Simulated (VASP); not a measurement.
Write the native input for VASP 6.6.1 that does the following.

```
Task                   : relaxation of cell and atoms
Functional             : PBEsol
Potentials or basis    : VASP PAW PBE potentials, release 64 (Ni, Si)
Cutoff                 : 600 eV
k mesh                 : 8 × 8 × 8
Occupations            : fermi-dirac, width 0.05 eV
Spin                   : collinear spin, ferromagnetic start
Starting moments       : [1.0, 1.0, 1.0, 0.0] μB
Dipole correction      : no
Further INCAR settings : ALGO = Fast; EDIFF = 1e-06; IBRION = 2; EDIFFG = -0.01; NSW = 60; ISIF = 3
```

The structure of SiNi3 lies in POSCAR:

```
SiNi3
1.0
    3.5420000000      0.0000000000      0.0000000000
    0.0000000000      3.5420000000      0.0000000000
    0.0000000000      0.0000000000      3.5420000000
Ni Si
3 1
Direct
    0.5000000000      0.5000000000      0.0000000000
    0.5000000000      0.0000000000      0.5000000000
    0.0000000000      0.5000000000      0.5000000000
    0.0000000000      0.0000000000      0.0000000000
```

One way to write it, as run:

INCAR

```
PREC     = Accurate       # precision mode
ENCUT    = 600            # plane-wave cutoff, eV
EDIFF    = 1E-6           # SCF threshold, eV
ISMEAR   = -1             # smearing method
SIGMA    = 0.05           # smearing width, eV
LREAL    = F              # projectors in reciprocal space
LASPH    = T              # aspherical terms in the spheres
NELM     = 150            # most SCF steps
ALGO     = Fast           # electronic algorithm
ISIF     = 3              # what is computed and relaxed
LWAVE    = F              # write WAVECAR
LCHARG   = F              # write CHGCAR
ISPIN    = 2              # spin polarisation
MAGMOM   = 1 1 1 0        # initial moments
LORBIT   = 11             # projections on sites
LMAXMIX  = 4              # l up to which the mixer works
GGA      = PS             # functional
IBRION   = 2              # ionic algorithm
NSW      = 60             # ionic steps
EDIFFG   = -0.01          # ionic threshold
```

KPOINTS

```
regular mesh
0
Gamma
  8 8 8
```

Potentials or basis: VASP PAW PBE potentials, release 64 (Ni, Si).

Launch:

```bash
$ cat potpaw_PBE.64/Ni/POTCAR potpaw_PBE.64/Si/POTCAR > POTCAR
$ mpirun -np 1 vasp_std > vasp.out
```

It gave:

* Relaxed volume: 10.35 Å³/atom
* Relaxed cell: a = 3.460 Å, b = 3.460 Å, c = 3.460 Å, α = 90.00°, β = 90.00°, γ = 90.00°
* Space group after relaxing (to 0.1 Å): Pm-3m (No. 221)
* Energy gained by relaxing: 34.6 meV/atom
* Ionic steps: 4
* Pressure after relaxing: 0.1 GPa
* Band gap on the k mesh: zero (filled and empty bands overlap)
* Net moment: 0.00 μB per cell
* Valence electrons inside the program's atomic spheres: Ni 9.56; Si 1.57

Caveat: the moments typed at the start vanished in this run; the PAW data sets were made with another functional, which shifts forces and pressure a little.

It took 3.2 min on 1 thread of Oxide Virtual Turin-like Processor, on a shared host, peak memory 0.18 GiB.
